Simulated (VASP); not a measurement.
# Na (P1) in VASP: further runs

Na is run at these levels: PBE; tasks: single point.

Program: VASP 6.6.1. These are calculated values, not measurements. Logs are shortened: lines on timing, memory, paths and dates and some standing lists are left out, and cuts for length are marked.

## Step 1: The cell of the first run

The typed cell holds 7 atoms: a = 7.421 Å, b = 7.421 Å, c = 7.421 Å, α = 109.47°, β = 109.47°, γ = 109.47°.

## Step 2: Single point, PBE

The input, INCAR:

```
PREC = Accurate ; ENCUT = 520
EDIFF = 1E-6 ; ISMEAR = 1
SIGMA = 0.15 ; LREAL = F
LASPH = T ; NELM = 60
ALGO = Normal ; ISIF = 2
LWAVE = F ; LCHARG = F
GGA = PE ; NBANDS = 34
```

The input, KPOINTS:

```
Automatic mesh
0
Gamma
  2 2 2
```

The input, POSCAR:

```
Na
1.0
   -4.2843900000      4.2843900000      4.2843900000
    4.2843900000     -4.2843900000      4.2843900000
    4.2843900000      4.2843900000     -4.2843900000
Na
7
Direct
    0.0031641611      0.0028091514      0.0032504044
   -0.0020556018     -0.0013654219      0.5010260504
   -0.0031925198      0.4981186353     -0.0063179356
    0.5015351077     -0.0001525305      0.0030091798
    0.4966205224     -0.0041232241      0.4986666713
    0.4995692502      0.4980213052      0.0006801435
    0.5055753561      0.5006195748      0.5035628176
```

Potentials or basis: VASP PAW PBE potentials, release 64 (Na_pv).

On the command line:

```
$ cat potpaw_PBE.64/Na_pv/POTCAR > POTCAR
$ mpirun -np 1 vasp_std > vasp.out
```

OUTCAR:

```text
PREC = Accurate
   ENCUT = 520
   EDIFF = 1E-6
   ISMEAR = 1
   LREAL = F
   LASPH = T
   NELM = 60
   ISIF = 2
   GGA = PE

 ion  position               nearest neighbor table
   1  0.003  0.003  0.003-
   2  0.998  0.999  0.501-
   3  0.997  0.498  0.994-
   4  0.502  1.000  0.003-
   5  0.497  0.996  0.499-
   6  0.500  0.498  0.001-
   7  0.506  0.501  0.504-

  LATTYP: Found a body centered cubic cell.
 ALAT       =     8.5687800000

  Lattice vectors:

 A1 = (  -4.2843900000,   4.2843900000,   4.2843900000)
 A2 = (   4.2843900000,  -4.2843900000,   4.2843900000)
 A3 = (   4.2843900000,   4.2843900000,  -4.2843900000)

Analysis of symmetry for initial positions (statically):
=====================================================================
 Subroutine PRICEL returns:
 Original cell was already a primitive cell.

 Routine SETGRP: Setting up the symmetry group for a
 body centered cubic supercell.

 Subroutine GETGRP returns: Found  1 space group operations
 (whereof  1 operations were pure point group operations)
 out of a pool of 48 trial point group operations.

The static configuration has the point symmetry C_1 .

Analysis of symmetry for dynamics (positions and initial velocities):
=====================================================================
 Subroutine PRICEL returns:
 Original cell was already a primitive cell.

 Routine SETGRP: Setting up the symmetry group for a
 body centered cubic supercell.

 Subroutine GETGRP returns: Found  1 space group operations
 (whereof  1 operations were pure point group operations)
 out of a pool of 48 trial point group operations.

The dynamic configuration has the point symmetry C_1 .

 Subroutine INISYM returns: Found  1 space group operations
 (whereof  1 operations are pure point group operations),
 and found     1 'primitive' translations

----------------------------------------------------------------------------------------

                                     Primitive cell

  volume of cell :     314.5770

  direct lattice vectors                    reciprocal lattice vectors
    -4.284390000  4.284390000  4.284390000     0.000000000  0.116702728  0.116702728
     4.284390000 -4.284390000  4.284390000     0.116702728  0.000000000  0.116702728
     4.284390000  4.284390000 -4.284390000     0.116702728  0.116702728  0.000000000

  length of vectors
     7.420781159  7.420781159  7.420781159     0.165042580  0.165042580  0.165042580

  position of ions in fractional coordinates (direct lattice)
     0.003164161  0.002809151  0.003250404
     0.997944398  0.998634578  0.501026050
     0.996807480  0.498118635  0.993682064
     0.501535108  0.999847469  0.003009180
     0.496620522  0.995876776  0.498666671
     0.499569250  0.498021305  0.000680143
     0.505575356  0.500619575  0.503562818

  ion indices of the primitive-cell ions
   primitive index   ion index
                 1           1
                 2           2
                 3           3
                 4           4
                 5           5
                 6           6
                 7           7

----------------------------------------------------------------------------------------

 KPOINTS: Automatic mesh

Automatic generation of k-mesh.
 Grid dimensions read from file:
 generate k-points for:    2    2    2

 Generating k-lattice:

  Cartesian coordinates                     Fractional coordinates (reciprocal lattice)
     0.000000000  0.058351364  0.058351364     0.500000000  0.000000000  0.000000000
     0.058351364  0.000000000  0.058351364     0.000000000  0.500000000  0.000000000
     0.058351364  0.058351364  0.000000000     0.000000000  0.000000000  0.500000000

  Length of vectors
     0.082521290  0.082521290  0.082521290

  Shift w.r.t. Gamma in fractional coordinates (k-lattice)
     0.000000000  0.000000000  0.000000000

 Subroutine IBZKPT returns following result:
 ===========================================

 Found      8 irreducible k-points:

 Following reciprocal coordinates:
            Coordinates               Weight
  0.000000  0.000000  0.000000      1.000000
  0.500000  0.000000  0.000000      1.000000
  0.000000  0.500000  0.000000      1.000000
  0.000000  0.000000  0.500000      1.000000
  0.500000  0.000000  0.500000      1.000000
  0.500000  0.500000  0.000000      1.000000
  0.000000  0.500000  0.500000      1.000000
  0.500000  0.500000  0.500000      1.000000
   k-points           NKPTS =      8   k-points in BZ     NKDIM =      8   number of bands    NBANDS=     34
   number of dos      NEDOS =    301   number of ions     NIONS =      7
   total plane-waves  NPLWV = 175616
   dimension x,y,z NGX =    56 NGY =   56 NGZ =   56
   dimension x,y,z NGXF=   112 NGYF=  112 NGZF=  112
   ions per type =               7
   NGX,Y,Z   is equivalent  to a cutoff of  12.55, 12.55, 12.55 a.u.
   NGXF,Y,Z  is equivalent  to a cutoff of  25.09, 25.09, 25.09 a.u.
 SYSTEM =  unknown system
   PREC   = accura    normal or accurate (medium, high low for compatibility)
   ISTART =      0    job   : 0-new  1-cont  2-samecut
   ICHARG =      2    charge: 1-file 2-atom 10-const
   ISPIN  =      1    spin polarized calculation?
   LNONCOLLINEAR =      F non collinear calculations
   LSORBIT =      F    spin-orbit coupling
   LASPH  =      T    aspherical Exc in radial PAW
   ENCUT  =  520.0 eV  38.22 Ry    6.18 a.u.  13.80 13.80 13.80*2*pi/ulx,y,z
   NELM   =     60;   NELMIN=  2; NELMDL= -5     # of ELM steps
   EDIFF  = 0.1E-05   stopping-criterion for ELM
   LREAL  =      F    real-space projection
   EDIFFG = 0.1E-04   stopping-criterion for IOM
   NSW    =      0    number of steps for IOM
   IBRION =     -1    ionic relax: 0-MD 1-quasi-New 2-CG
   NFREE  =      0    steps in history (QN), initial steepest desc. (CG)
   ISIF   =      2    stress and relaxation
   ISYM   =      2    0-nonsym 1-usesym 2-fastsym
   POTIM  = 0.5000    time-step for ionic-motion
   TEBEG  =    0.0;   TEEND  =   0.0 temperature during run
   PSTRESS=    0.0 pullay stress
   NELECT =      49.0000    total number of electrons
   NUPDOWN=      -1.0000    fix difference up-down
   EMIN   =  10.00;   EMAX   =-10.00  energy-range for DOS
   EFERMI =   0.00;   METHOD = LEGACY
   ISMEAR =     1;   SIGMA  =   0.15  broadening in eV -4-tet -1-fermi 0-gaus
   EFERMI_NEDOS =   21; number of points for ismear=-14 and -15
   IALGO  =     38    algorithm
   IMIX   =      4    mixing-type and parameters
     AMIX     =   0.40;   BMIX     =  1.00
     AMIX_MAG =   1.60;   BMIX_MAG =  1.00
  volume/ion in A,a.u.               =      44.94       303.27
  Fermi-wavevector in a.u.,A,eV,Ry     =   0.880842  1.664549 10.556517  0.775882
  Thomas-Fermi vector in A             =   2.001257
   LORBIT       =      0    0 simple, 1 ext, 2 COOP (PROOUT), +10 PAW based schemes
   GGA     = PE    functional components
   LHFCALC =     F    Hartree Fock is set to
   AEXX    =    0.0000 exact exchange contribution
   IVDW    =     0    specifies the selected vdW correction
   LEPSILON=     F    determine dielectric tensor
   LRPA    =     F    only Hartree local field effects (RPA)
 non-spin polarized calculation
 Methfessel and Paxton  Order N= 1 SIGMA  =   0.15
  energy-cutoff  :      520.00
  volume of cell :      314.58
 maximum number of plane-waves:      8488
 NGX is ok and might be reduce to    56
   NGX = 27   NGY = 27   NGZ = 27

 number of electron      49.0000007 magnetization

 Free energy of the ion-electron system (eV)
  ---------------------------------------------------
  ext. energy  EPLUGINS =         0.00000000
  ---------------------------------------------------
  free energy    TOTEN  =        -8.12322322 eV

  energy without entropy =       -8.11485854  energy(sigma->0) =       -8.12043499

 E-fermi :  -0.0569     XC(G=0):  -5.9579

 val. band max:       -0.0672021399   @ k =   0.5000   0.5000   0.0000
 cond. band min:       0.1246767873   @ k =   0.5000   0.5000   0.0000
 fundamental gap:      0.1918789272
 Fermi energy:        -0.0569085549

 k-point     1 :       0.0000    0.0000    0.0000
  band No.  band energies     occupation
      1     -25.2967      2.00000
      2     -25.2966      2.00000
      3     -25.2966      2.00000
      4     -25.2932      2.00000
      5     -25.2772      2.00000
      6     -25.2772      2.00000
[... 26 lines left out ...]
     33       1.1419     -0.00000
     34       1.9899     -0.00000

 k-point     2 :       0.5000    0.0000    0.0000
  band No.  band energies     occupation
      1     -25.2965      2.00000
      2     -25.2962      2.00000
      3     -25.2949      2.00000
      4     -25.2947      2.00000
      5     -25.2761      2.00000
      6     -25.2758      2.00000
[... 26 lines left out ...]
     33       3.6344      0.00000
     34       3.7776      0.00000

 k-point     3 :       0.0000    0.5000    0.0000
  band No.  band energies     occupation
      1     -25.2966      2.00000
      2     -25.2962      2.00000
      3     -25.2948      2.00000
      4     -25.2948      2.00000
      5     -25.2761      2.00000
      6     -25.2759      2.00000
[... 26 lines left out ...]
     33       3.6344      0.00000
     34       3.7781      0.00000

 k-point     4 :       0.0000    0.0000    0.5000
  band No.  band energies     occupation
      1     -25.2965      2.00000
      2     -25.2962      2.00000
      3     -25.2949      2.00000
      4     -25.2947      2.00000
      5     -25.2761      2.00000
      6     -25.2759      2.00000
[... 26 lines left out ...]
     33       3.6344      0.00000
     34       3.7780      0.00000

 k-point     5 :       0.5000    0.0000    0.5000
  band No.  band energies     occupation
      1     -25.2965      2.00000
      2     -25.2963      2.00000
      3     -25.2949      2.00000
      4     -25.2947      2.00000
      5     -25.2761      2.00000
      6     -25.2758      2.00000
[... 26 lines left out ...]
     33       3.6343      0.00000
     34       3.7779      0.00000

 k-point     6 :       0.5000    0.5000    0.0000
  band No.  band energies     occupation
      1     -25.2965      2.00000
      2     -25.2963      2.00000
      3     -25.2949      2.00000
      4     -25.2947      2.00000
      5     -25.2762      2.00000
      6     -25.2758      2.00000
[... 26 lines left out ...]
     33       3.6346      0.00000
     34       3.7776      0.00000

 k-point     7 :       0.0000    0.5000    0.5000
  band No.  band energies     occupation
      1     -25.2965      2.00000
      2     -25.2962      2.00000
      3     -25.2949      2.00000
      4     -25.2947      2.00000
      5     -25.2761      2.00000
      6     -25.2758      2.00000
[... 26 lines left out ...]
     33       3.6343      0.00000
     34       3.7779      0.00000

 k-point     8 :       0.5000    0.5000    0.5000
  band No.  band energies     occupation
      1     -25.2978      2.00000
      2     -25.2949      2.00000
      3     -25.2948      2.00000
      4     -25.2947      2.00000
      5     -25.2765      2.00000
      6     -25.2765      2.00000
[... 26 lines left out ...]
     33       2.8536     -0.00000
     34       3.9675      0.00000

------------------------ aborting loop because EDIFF is reached ----------------------------------------

  FORCE on cell =-STRESS in cart. coord.  units (eV):
  Direction    XX          YY          ZZ          XY          YZ          ZX
  --------------------------------------------------------------------------------------
  -------------------------------------------------------------------------------------
  Total       -0.6786728     -0.6731242     -0.6776484      0.0003505     -0.0000542     -0.0007994
  in kB       -3.4565594     -3.4282997     -3.4513423      0.0017852     -0.0002761     -0.0040714
  external PRESSURE =      -3.4454005 kB  Pullay stress =       0.0000000 kB

 VOLUME and BASIS-vectors are now :
 -----------------------------------------------------------------------------
  energy-cutoff  :      520.00
  volume of cell :      314.58
      direct lattice vectors                 reciprocal lattice vectors
    -4.284390000  4.284390000  4.284390000     0.000000000  0.116702728  0.116702728
     4.284390000 -4.284390000  4.284390000     0.116702728  0.000000000  0.116702728
     4.284390000  4.284390000 -4.284390000     0.116702728  0.116702728  0.000000000

 POSITION                                       TOTAL-FORCE (eV/Angst)
 -----------------------------------------------------------------------------------
      0.01241      0.01545      0.01167         0.000179     -0.000525     -0.001260
      2.14955      2.14363      6.40753        -0.000607     -0.000345      0.001035
      2.12074      6.39390      2.14753         0.000541      0.003210      0.000012
      2.14786     -2.12207      6.41962        -0.002084     -0.001371      0.000711
      4.27549     -0.00253      4.25796         0.001626      0.000650      0.000519
     -0.00372      0.00955      4.27115         0.000661     -0.001894      0.000905
      2.13623      2.17869      2.15347        -0.000316      0.000274     -0.001921
 -----------------------------------------------------------------------------------
    total drift:                               -0.000375     -0.001128      0.001174

  FREE ENERGIE OF THE ION-ELECTRON SYSTEM (eV)
  ---------------------------------------------------
  free  energy   TOTEN  =        -8.1232232198 eV

  energy  without entropy=       -8.1148585364  energy(sigma->0) =       -8.12043499
```

Run time: 2 min. Hardware: 1 thread of Intel Xeon 8259CL, shared host; peak memory 0.42 GiB.

What came out:

| Property | Result |
| --- | --- |
| Free energy | -8.1232 eV |
| Pressure | -0.3 GPa |
| Largest force | 0.003 eV/Å |
| Band gap on the k mesh | zero (an odd number of electrons rules out a gap without spin polarisation) |

Forces on the atoms (eV/Å):
```
Na   0.000 -0.001 -0.001
Na  -0.001  0.000  0.001
Na   0.001  0.003  0.000
Na  -0.002 -0.001  0.001
Na   0.002  0.001  0.001
Na   0.001 -0.002  0.001
Na   0.000  0.000 -0.002
```

Levels at points of the mesh, in eV from the Fermi level:
| k point | band 23 | band 24 | band 25 | band 26 | band 27 | band 28 |
| --- | --- | --- | --- | --- | --- | --- |
| (0.00, 0.00, 0.00) | 0.64 | 0.64 | 0.64 | 1.15 | 1.15 | 1.18 |
| (0.50, 0.00, 0.00) | -1.87 | -0.12 | -0.01 | 0.18 | 0.30 | 1.69 |
| (0.00, 0.50, 0.00) | -1.87 | -0.12 | -0.01 | 0.18 | 0.30 | 1.69 |
| (0.00, 0.00, 0.50) | -1.87 | -0.12 | -0.01 | 0.18 | 0.30 | 1.69 |
| (0.50, 0.00, 0.50) | -1.87 | -0.12 | -0.01 | 0.18 | 0.30 | 1.69 |
| (0.50, 0.50, 0.00) | -1.87 | -0.12 | -0.01 | 0.18 | 0.30 | 1.69 |
| (0.00, 0.50, 0.50) | -1.87 | -0.12 | -0.01 | 0.18 | 0.30 | 1.69 |
| (0.50, 0.50, 0.50) | -1.14 | -0.99 | -0.99 | -0.99 | -0.30 | 2.72 |

Caveat: the k points lie up to 0.52 Å⁻¹ apart, too coarse for converged energies and pressures of a metal.

## Step 3: Single point, PBE

The input, INCAR:

```
SYSTEM = Na
  PREC = Accurate
  ENCUT = 520
  EDIFF = 1E-6
  ISMEAR = 1
  SIGMA = 0.15
  LREAL = .False.
  LASPH = .True.
  NELM = 100
  ALGO = Normal
  ISIF = 2
  LWAVE = .False.
  LCHARG = .False.
  GGA = PE
  NBANDS = 34
```

The input, KPOINTS:

```
Automatic mesh
0
Gamma
  2 2 2
  0 0 0
```

The input, POSCAR:

```
Na
1.0
   -4.2843900000      4.2843900000      4.2843900000
    4.2843900000     -4.2843900000      4.2843900000
    4.2843900000      4.2843900000     -4.2843900000
Na
7
Direct
    0.0023349882      0.0014187551      0.0019418167
   -0.0029277213      0.0004410196      0.5002378402
   -0.0004836161      0.4996165148     -0.0014466470
    0.5026294292     -0.0002492770      0.0042028153
    0.4969928041     -0.0011950359      0.5007132871
    1.0033756264      0.5027848772      0.5007616020
    0.5030611126      0.5020299272      0.5004035580
```

Potentials or basis: VASP PAW PBE potentials, release 64 (Na_pv).

On the command line:

```
$ cat potpaw_PBE.64/Na_pv/POTCAR > POTCAR
$ mpirun -np 1 vasp_std > vasp.out
```

Run time: 2.2 min. Hardware: 1 thread of Intel Xeon 8259CL, shared host; peak memory 0.42 GiB.

The run converged. Its results:

```yaml
Free_energy: -8.1233 eV
Pressure: -0.4 GPa
Largest_force: 0.004 eV/Å
Band_gap_on_the_k_mesh: zero (an odd number of electrons rules out a gap without spin polarisation)
```

Forces on the atoms (eV/Å):
```
Na   0.000 -0.001 -0.001
Na  -0.001  0.000  0.002
Na   0.001  0.001  0.000
Na  -0.001 -0.003  0.002
Na   0.003  0.001  0.001
Na  -0.001  0.000 -0.002
Na  -0.001  0.001 -0.002
```

Levels at points of the mesh, in eV from the Fermi level:
```
           k point  band 21  band 22  band 23  band 24  band 25  band 26  band 27  band 28  band 29  band 30
(0.00, 0.00, 0.00)   -25.03    -3.02     0.64     0.64     0.64     1.15     1.15     1.18     1.18     1.18
(0.50, 0.00, 0.00)   -25.03    -2.10    -1.87    -0.12    -0.01     0.18     0.30     1.69     2.07     2.18
(0.00, 0.50, 0.00)   -25.03    -2.10    -1.87    -0.12    -0.01     0.18     0.30     1.69     2.07     2.18
(0.00, 0.00, 0.50)   -25.03    -2.10    -1.87    -0.12    -0.01     0.18     0.30     1.69     2.07     2.18
(0.50, 0.00, 0.50)   -25.03    -2.10    -1.87    -0.12    -0.01     0.18     0.30     1.69     2.07     2.18
(0.50, 0.50, 0.00)   -25.03    -2.10    -1.87    -0.12    -0.01     0.18     0.30     1.69     2.07     2.18
(0.00, 0.50, 0.50)   -25.03    -2.10    -1.87    -0.12    -0.01     0.18     0.30     1.69     2.07     2.18
(0.50, 0.50, 0.50)   -25.03    -1.14    -1.14    -0.99    -0.99    -0.99    -0.30     2.72     2.72     2.72
```

Caveat: the k points lie up to 0.52 Å⁻¹ apart, too coarse for converged energies and pressures of a metal.

The gap in the log of VASP goes by the Fermi energy; the results here count the filled bands.